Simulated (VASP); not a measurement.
Wanted: the native input for a VASP 6.6.1 run.

```yaml
Task: single point
Functional: r2SCAN
Potentials_or_basis: VASP PAW PBE potentials, release 64 (W_sv)
Cutoff: 520 eV
k_mesh: 18 × 18 × 18
Occupations: gaussian, width 0.1 eV
Spin: no spin polarisation
Dipole_correction: no
Further_INCAR_settings: ALGO = Normal; EDIFF = 1e-06; NBANDS = 13
```

Crystal: W.

```
CELL_PARAMETERS angstrom
0.00000 2.04797 2.04797
2.04797 0.00000 2.04797
2.04797 2.04797 0.00000
ATOMIC_POSITIONS crystal
W 0.00000 0.00000 0.00000
```

This cell differs from its parent crystal: volume scaled by 1.06.

One way to write it, as run:

POSCAR

```
W
1.0
    0.0000000000      2.0479701755      2.0479701755
    2.0479701755      0.0000000000      2.0479701755
    2.0479701755      2.0479701755      0.0000000000
W
1
Direct
    0.0000000000      0.0000000000      0.0000000000
```

INCAR.step1

```
  ALGO = Normal
  EDIFF = 1E-4
  ENCUT = 520
  GGA = PE
  ISMEAR = 0
  LASPH = T
  LCHARG = F
  LREAL = F
  LWAVE = T
  NBANDS = 13
  NELM = 60
  PREC = Accurate
  SIGMA = 0.1
```

INCAR.step2

```
  ALGO = Normal
  EDIFF = 1E-6
  ENCUT = 520
  ISIF = 2
  ISMEAR = 0
  ISTART = 1
  LASPH = T
  LCHARG = T
  LELF = T
  LMIXTAU = T
  LREAL = F
  LVHAR = T
  LWAVE = F
  METAGGA = R2SCAN
  NBANDS = 13
  NELM = 60
  PREC = Accurate
  SIGMA = 0.1
```

KPOINTS

```
k-points
0
Gamma
  18 18 18
```

Potentials or basis: VASP PAW PBE potentials, release 64 (W_sv).

Command:

```sh
$ cat potpaw_PBE.64/W_sv/POTCAR > POTCAR
$ cp INCAR.step1 INCAR
$ mpirun -np 1 vasp_std > vasp.out
$ cp INCAR.step2 INCAR
$ mpirun -np 1 vasp_std > vasp.out
```

It gave:

```yaml
Pressure: -14.8 GPa
Band_gap_on_the_k_mesh: zero (band 7 reaches 12.48 eV, above the bottom of band 8 at 9.19 eV)
```

Caveat: the PAW data sets were made with another functional, which shifts forces and pressure a little; spin-orbit coupling is left out, which moves the levels of the heavy elements.

Run time: 80 s on 1 thread of Intel(R) Xeon(R) Platinum 8375C CPU @ 2.90GHz (Ice Lake) (shared host), peak memory 0.17 GiB.
